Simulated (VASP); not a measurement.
# Al (I4/mmm) in VASP: notebook

Runs on Al. Level: PBE+D3(BJ). Tasks: single point.

All numbers are computed with VASP 6.6.1; they aren't measurements. Logs are shortened: lines on timing, memory, paths and dates and some standing lists are left out, and cuts for length are marked.

## Step 1: The cell of the first run

Symmetry: I4/mmm, No. 139, tetragonal system. Conventional cell: a = 2.905 Å, b = 2.905 Å, c = 3.927 Å, α = 90.00°, β = 90.00°, γ = 90.00°. Within 3.7 Å of Al (site symmetry 4/mmm) lie 12 Al at 2.84 to 2.91 Å.

## Step 2: Single point, PBE+D3(BJ) (strain +0.015 along x and y, -0.030 along z)

INCAR reads:

```
PREC = Accurate
ENCUT = 520
EDIFF = 1E-6
ISMEAR = 0
SIGMA = 0.15
LREAL = False
LASPH = True
NELM = 100
ALGO = Normal
ISIF = 2
LWAVE = False
LCHARG = False
GGA = PE
IVDW = 12
NBANDS = 8
```

KPOINTS reads:

```
Automatic mesh
0
Gamma
  20 20 20
```

POSCAR reads:

```
Al
1.0
    0.0000000000      2.0543397000      1.9632606000
    2.0543397000      0.0000000000      1.9632606000
    2.0543397000      2.0543397000      0.0000000000
Al
1
Direct
    0.0000000000      0.0000000000      0.0000000000
```

Potentials or basis: VASP PAW PBE potentials, release 64 (Al).

On the command line:

```console
$ cat potpaw_PBE.64/Al/POTCAR > POTCAR
$ mpirun -np 1 vasp_std > vasp.out
```

OUTCAR:

```text
PREC = Accurate
   ENCUT = 520
   EDIFF = 1E-6
   ISMEAR = 0
   LREAL = False
   LASPH = True
   NELM = 100
   ISIF = 2
   GGA = PE
   IVDW = 12
 IVDW          = 12

 ion  position               nearest neighbor table
   1  0.000  0.000  0.000-

  LATTYP: Found a body centered tetragonal cell.
 ALAT       =     2.9052750655
 C/A-ratio  =     1.3515144389

  Lattice vectors:

 A1 = (   0.0000000000,  -2.0543397000,  -1.9632606000)
 A2 = (   0.0000000000,   2.0543397000,  -1.9632606000)
 A3 = (   2.0543397000,   0.0000000000,   1.9632606000)

Analysis of symmetry for initial positions (statically):
=====================================================================
 Subroutine PRICEL returns:
 Original cell was already a primitive cell.

 Routine SETGRP: Setting up the symmetry group for a
 body centered tetragonal supercell.

 Subroutine GETGRP returns: Found 16 space group operations
 (whereof 16 operations were pure point group operations)
 out of a pool of 16 trial point group operations.

The static configuration has the point symmetry D_4h.

Analysis of symmetry for dynamics (positions and initial velocities):
=====================================================================
 Subroutine PRICEL returns:
 Original cell was already a primitive cell.

 Routine SETGRP: Setting up the symmetry group for a
 body centered tetragonal supercell.

 Subroutine GETGRP returns: Found 16 space group operations
 (whereof 16 operations were pure point group operations)
 out of a pool of 16 trial point group operations.

The dynamic configuration has the point symmetry D_4h.

 Subroutine INISYM returns: Found 16 space group operations
 (whereof 16 operations are pure point group operations),
 and found     1 'primitive' translations

----------------------------------------------------------------------------------------

                                     Primitive cell

  volume of cell :      16.5711

  direct lattice vectors                    reciprocal lattice vectors
     0.000000000  2.054339700  1.963260600    -0.243387206  0.243387206  0.254678365
     2.054339700  0.000000000  1.963260600     0.243387206 -0.243387206  0.254678365
     2.054339700  2.054339700  0.000000000     0.243387206  0.243387206 -0.254678365

  length of vectors
     2.841602327  2.841602327  2.905275065     0.428177223  0.428177223  0.428177223

  position of ions in fractional coordinates (direct lattice)
     0.000000000  0.000000000  0.000000000

  ion indices of the primitive-cell ions
   primitive index   ion index
                 1           1

----------------------------------------------------------------------------------------

 KPOINTS: Automatic mesh

Automatic generation of k-mesh.
 Grid dimensions read from file:
 generate k-points for:   20   20   20

 Generating k-lattice:

  Cartesian coordinates                     Fractional coordinates (reciprocal lattice)
    -0.012169360  0.012169360  0.012733918     0.050000000 -0.000000000  0.000000000
     0.012169360 -0.012169360  0.012733918    -0.000000000  0.050000000  0.000000000
     0.012169360  0.012169360 -0.012733918     0.000000000  0.000000000  0.050000000

  Length of vectors
     0.021408861  0.021408861  0.021408861

  Shift w.r.t. Gamma in fractional coordinates (k-lattice)
     0.000000000  0.000000000  0.000000000

 Subroutine IBZKPT returns following result:
 ===========================================

 Found    641 irreducible k-points:

 Following reciprocal coordinates:
            Coordinates               Weight
  0.000000  0.000000  0.000000      1.000000
  0.050000  0.000000  0.000000      8.000000
  0.100000 -0.000000  0.000000      8.000000
  0.150000 -0.000000  0.000000      8.000000
  0.200000 -0.000000  0.000000      8.000000
  0.250000  0.000000  0.000000      8.000000
[... 16 lines left out ...]
 -0.400000  0.050000  0.000000      8.000000
 -0.350000  0.050000  0.000000      8.000000
 [... further k-points ...]
   k-points           NKPTS =    641   k-points in BZ     NKDIM =    641   number of bands    NBANDS=      8
   number of dos      NEDOS =    301   number of ions     NIONS =      1
   total plane-waves  NPLWV =  13824
   dimension x,y,z NGX =    24 NGY =   24 NGZ =   24
   dimension x,y,z NGXF=    48 NGYF=   48 NGZF=   48
   ions per type =               1
   NGX,Y,Z   is equivalent  to a cutoff of  14.04, 14.04, 13.73 a.u.
   NGXF,Y,Z  is equivalent  to a cutoff of  28.08, 28.08, 27.47 a.u.
 SYSTEM =  unknown system
   PREC   = accura    normal or accurate (medium, high low for compatibility)
   ISTART =      0    job   : 0-new  1-cont  2-samecut
   ICHARG =      2    charge: 1-file 2-atom 10-const
   ISPIN  =      1    spin polarized calculation?
   LNONCOLLINEAR =      F non collinear calculations
   LSORBIT =      F    spin-orbit coupling
   LASPH  =      T    aspherical Exc in radial PAW
   ENCUT  =  520.0 eV  38.22 Ry    6.18 a.u.   5.28  5.28  5.40*2*pi/ulx,y,z
   NELM   =    100;   NELMIN=  2; NELMDL= -5     # of ELM steps
   EDIFF  = 0.1E-05   stopping-criterion for ELM
   LREAL  =      F    real-space projection
   EDIFFG = 0.1E-04   stopping-criterion for IOM
   NSW    =      0    number of steps for IOM
   IBRION =     -1    ionic relax: 0-MD 1-quasi-New 2-CG
   NFREE  =      0    steps in history (QN), initial steepest desc. (CG)
   ISIF   =      2    stress and relaxation
   ISYM   =      2    0-nonsym 1-usesym 2-fastsym
   POTIM  = 0.5000    time-step for ionic-motion
   TEBEG  =    0.0;   TEEND  =   0.0 temperature during run
   PSTRESS=    0.0 pullay stress
   NELECT =       3.0000    total number of electrons
   NUPDOWN=      -1.0000    fix difference up-down
   EMIN   =  10.00;   EMAX   =-10.00  energy-range for DOS
   EFERMI =   0.00;   METHOD = LEGACY
   ISMEAR =     0;   SIGMA  =   0.15  broadening in eV -4-tet -1-fermi 0-gaus
   EFERMI_NEDOS =   21; number of points for ismear=-14 and -15
   IALGO  =     38    algorithm
   IMIX   =      4    mixing-type and parameters
     AMIX     =   0.40;   BMIX     =  1.00
     AMIX_MAG =   1.60;   BMIX_MAG =  1.00
  volume/ion in A,a.u.               =      16.57       111.83
  Fermi-wavevector in a.u.,A,eV,Ry     =   0.926114  1.750102 11.669541  0.857687
  Thomas-Fermi vector in A             =   2.052041
   LORBIT       =      0    0 simple, 1 ext, 2 COOP (PROOUT), +10 PAW based schemes
   GGA     = PE    functional components
   LHFCALC =     F    Hartree Fock is set to
   AEXX    =    0.0000 exact exchange contribution
   IVDW    =    12    specifies the selected vdW correction
   LEPSILON=     F    determine dielectric tensor
   LRPA    =     F    only Hartree local field effects (RPA)
 non-spin polarized calculation
 Gauss-broadening in eV      SIGMA  =   0.15
  energy-cutoff  :      520.00
  volume of cell :       16.57
 maximum number of plane-waves:       463
 NGX is ok and might be reduce to    24
   NGX = 11   NGY = 11   NGZ = 11

 number of electron       3.0000000 magnetization

 Free energy of the ion-electron system (eV)
  ---------------------------------------------------
  ext. energy  EPLUGINS =         0.00000000
  ---------------------------------------------------
  free energy    TOTEN  =        -3.74553618 eV

  energy without entropy =       -3.74154746  energy(sigma->0) =       -3.74354182

 E-fermi :   7.9679     XC(G=0): -10.1811

 val. band max:        7.9593204186   @ k =  -0.2500   0.2500   0.5000
 cond. band min:       7.9733850620   @ k =   0.4000   0.1000   0.0500
 fundamental gap:      0.0140646435
 Fermi energy:         7.9679378021

 k-point     1 :       0.0000    0.0000    0.0000
  band No.  band energies     occupation
      1      -3.1494      2.00000
      2      20.4164      0.00000
      3      20.4164      0.00000
      4      20.8978      0.00000
      5      21.9255      0.00000
      6      22.0731      0.00000
      7      22.0731      0.00000
      8      24.4221      0.00000

 k-point     2 :       0.0500    0.0000    0.0000
  band No.  band energies     occupation
      1      -3.0815      2.00000
      2      19.2372      0.00000
      3      20.1451      0.00000
      4      20.4924      0.00000
      5      22.3200      0.00000
      6      22.4431      0.00000
      7      22.5979      0.00000
      8      25.1446      0.00000

 k-point     3 :       0.1000   -0.0000    0.0000
  band No.  band energies     occupation
      1      -2.8782      2.00000
      2      17.2745      0.00000
      3      19.6562      0.00000
      4      20.0304      0.00000
      5      22.6901      0.00000
      6      23.1053      0.00000
      7      23.1843      0.00000
      8      25.2628      0.00000

 k-point     4 :       0.1500   -0.0000    0.0000
  band No.  band energies     occupation
      1      -2.5399      2.00000
      2      15.2589      0.00000
      3      19.1935      0.00000
      4      19.6313      0.00000
      5      22.5819      0.00000
      6      23.5519      0.00000
      7      23.9115      0.00000
      8      24.9023      0.00000

 k-point     5 :       0.2000   -0.0000    0.0000
  band No.  band energies     occupation
      1      -2.0678      2.00000
      2      13.2897      0.00000
      3      18.8163      0.00000
      4      19.3266      0.00000
      5      22.4311      0.00000
      6      22.8345      0.00000
      7      23.9559      0.00000
      8      25.5399      0.00000
[... 177 lines left out ...]
 k-point    22 :      -0.4500    0.0500    0.0000
  band No.  band energies     occupation
      1       2.6516      2.00000
      2       4.4992      2.00000
      3      18.0877      0.00000
      4      18.4113      0.00000
      5      19.7586      0.00000
      6      19.8309      0.00000
      7      23.0942      0.00000
      8      25.0459      0.00000

 k-point    23 :      -0.4000    0.0500    0.0000
  band No.  band energies     occupation
      1       1.5028      2.00000
      2       5.9351      2.00000
      3      18.0841      0.00000
      4      18.5660      0.00000
      5      19.5577      0.00000
      6      20.3444      0.00000
      7      22.8169      0.00000
      8      25.6816      0.00000

 k-point    24 :      -0.3500    0.0500    0.0000
  band No.  band energies     occupation
      1       0.4753      2.00000
      2       7.4867      1.99999
      3      17.8716      0.00000
      4      19.1325      0.00000
      5      19.4954      0.00000
      6      20.9684      0.00000
      7      22.6574      0.00000
      8      26.4076      0.00000

 [... further k-points ...]

------------------------ aborting loop because EDIFF is reached ----------------------------------------

 Edisp (eV)   -0.33481

 E8    (eV) :    -0.1497

  FORCE on cell =-STRESS in cart. coord.  units (eV):
  Direction    XX          YY          ZZ          XY          YZ          ZX
  --------------------------------------------------------------------------------------
  -------------------------------------------------------------------------------------
  Total      -0.45001    -0.45001    -0.22776     0.00000     0.00000     0.00000
  in kB     -43.50899   -43.50899   -22.02100     0.00000     0.00000     0.00000
  external pressure =      -36.35 kB  Pullay stress =        0.00 kB

 VOLUME and BASIS-vectors are now :
 -----------------------------------------------------------------------------
  energy-cutoff  :      520.00
  volume of cell :       16.57
      direct lattice vectors                 reciprocal lattice vectors
     0.000000000  2.054339700  1.963260600    -0.243387206  0.243387206  0.254678365
     2.054339700  0.000000000  1.963260600     0.243387206 -0.243387206  0.254678365
     2.054339700  2.054339700  0.000000000     0.243387206  0.243387206 -0.254678365

 POSITION                                       TOTAL-FORCE (eV/Angst)
 -----------------------------------------------------------------------------------
      0.00000      0.00000      0.00000         0.000000     -0.000000      0.000000
 -----------------------------------------------------------------------------------
    total drift:                                0.000000      0.000000      0.000000

  FREE ENERGIE OF THE ION-ELECTRON SYSTEM (eV)
  ---------------------------------------------------
  free  energy   TOTEN  =        -4.0803434569 eV

  energy  without entropy=       -4.0763547387  energy(sigma->0) =       -4.07834910
```

Wall time 20 s (1 thread of Intel Xeon 6975P-C (Granite Rapids), shared host); peak memory 0.19 GiB.

What came out:

```yaml
Free_energy: -4.0803 eV
Pressure: -3.6 GPa
Dispersion_energy_per_atom: -0.335 eV
```

Levels at points of the mesh, in eV from the Fermi level:
```tsv
k point	band 1	band 2	band 3	band 4
(0.00, 0.00, 0.00)	-11.12	12.45	12.45	12.93
(0.50, 0.00, 0.00)	-4.58	-4.38	10.81	10.93
(0.50, 0.50, 0.00)	-2.47	-0.98	4.90	5.02
(0.50, 0.00, 0.50)	-3.14	-1.92	5.44	5.71
```

Caveat: the cell differs from its parent crystal (strain +0.015 along x and y, -0.030 along z); pairwise dispersion overbinds metals, which lowers pressure and volume.

## Step 3: Single point, PBE+D3(BJ) (strain +0.030 along x and y, -0.030 along z)

INCAR reads:

```
SYSTEM = Al
ALGO = Normal ; EDIFF = 1E-6
ENCUT = 520 ; GGA = PE
ISIF = 2 ; ISMEAR = 0
IVDW = 12 ; LASPH = .TRUE.
LCHARG = .TRUE. ; LELF = .TRUE.
LREAL = .FALSE. ; LVHAR = .TRUE.
LWAVE = .FALSE. ; NBANDS = 8
NELM = 80 ; PREC = Accurate
SIGMA = 0.15
```

KPOINTS reads:

```
k-points
0
G
  20 20 20
  0 0 0
```

POSCAR reads:

```
Al
1.0
    0.0000000000      2.0846994000      1.9632606000
    2.0846994000      0.0000000000      1.9632606000
    2.0846994000      2.0846994000      0.0000000000
Al
1
Direct
    0.0000000000      0.0000000000      0.0000000000
```

Potentials or basis: VASP PAW PBE potentials, release 64 (Al).

On the command line:

```console
$ cat potpaw_PBE.64/Al/POTCAR > POTCAR
$ mpirun -np 1 vasp_std > vasp.out
```

Run time: 20 s. Hardware: 1 thread of Intel Xeon 6975P-C (Granite Rapids), shared host; peak memory 0.19 GiB.

It converged, with:

| Property | Result |
| --- | --- |
| Free energy | -4.0637 eV |
| Pressure | -5.5 GPa |
| Dispersion energy per atom | -0.325 eV |

Stress tensor (GPa, compression positive):
```
-6.40  0.00  0.00
 0.00 -6.40  0.00
 0.00  0.00 -3.59
```

Levels at points of the mesh, in eV from the Fermi level:
```tsv
k point	band 1	band 2	band 3	band 4
(0.00, 0.00, 0.00)	-10.91	12.27	12.27	12.89
(0.50, 0.00, 0.00)	-4.46	-4.32	10.37	10.66
(0.50, 0.50, 0.00)	-2.25	-0.77	4.73	4.73
(0.50, 0.00, 0.50)	-3.12	-2.00	5.51	5.63
```

Caveat: the cell differs from its parent crystal (strain +0.030 along x and y, -0.030 along z); pairwise dispersion overbinds metals, which lowers pressure and volume.

## Step 4: Single point, PBE+D3(BJ) (strain +0.030 along x and y, -0.015 along z)

INCAR reads:

```
SYSTEM = Al
ALGO = Normal
EDIFF = 1E-7
ENCUT = 520
GGA = PE
ISIF = 2
ISMEAR = 0
IVDW = 12
LASPH = .TRUE.
LCHARG = .TRUE.
LELF = .TRUE.
LREAL = .FALSE.
LVHAR = .TRUE.
LWAVE = .FALSE.
NBANDS = 8
NELM = 100
PREC = Accurate
SIGMA = 0.15
```

KPOINTS is that of step 3.

POSCAR reads:

```
Al
1.0
    0.0000000000      2.0846994000      1.9936203000
    2.0846994000      0.0000000000      1.9936203000
    2.0846994000      2.0846994000      0.0000000000
Al
1
Direct
    0.0000000000      0.0000000000      0.0000000000
```

On the command line:

```console
$ cat potpaw_PBE.64/Al/POTCAR > POTCAR
$ mpirun -np 1 vasp_std > vasp.out
```

Wall time 23 s (1 thread of Intel Xeon 6975P-C (Granite Rapids), shared host); peak memory 0.2 GiB.

The run converged. Its results:

```yaml
Free_energy: -4.0564 eV
Pressure: -6.4 GPa
Dispersion_energy_per_atom: -0.320 eV
```

Stress tensor (GPa, compression positive):
```
-7.00  0.00  0.00
 0.00 -7.00  0.00
 0.00  0.00 -5.25
```

Levels at points of the mesh, in eV from the Fermi level:
```csv
k point,band 1,band 2,band 3,band 4
"(0.00, 0.00, 0.00)",-10.82,12.21,12.21,12.67
"(0.50, 0.00, 0.00)",-4.41,-4.32,10.37,10.75
"(0.50, 0.50, 0.00)",-2.39,-1.00,4.84,4.84
"(0.50, 0.00, 0.50)",-3.02,-1.91,5.42,5.49
```

Caveat: the cell differs from its parent crystal (strain +0.030 along x and y, -0.015 along z); pairwise dispersion overbinds metals, which lowers pressure and volume.

## Step 5: Overview

```csv
cell,gap on the mesh (eV),pressure (GPa)
"a = 2.842, b = 2.842, c = 2.905 Å, angles 59.3, 59.3, 61.5°, 1 atom",none,-3.6
"a = 2.864, b = 2.864, c = 2.948 Å, angles 59.0, 59.0, 62.0°, 1 atom",none,-5.5
"a = 2.885, b = 2.885, c = 2.948 Å, angles 59.3, 59.3, 61.5°, 1 atom",none,-6.4
```

Alike in all rows: task single point; level PBE+D3(BJ); potentials or basis VASP PAW PBE potentials, release 64 (Al); no spin polarisation; k mesh 20 × 20 × 20; cutoff (eV) 520; smearing gaussian 0.15 eV.

Caveats: pairwise dispersion overbinds metals, which lowers pressure and volume.

Absolute energies hang on the potentials; compare differences alone.
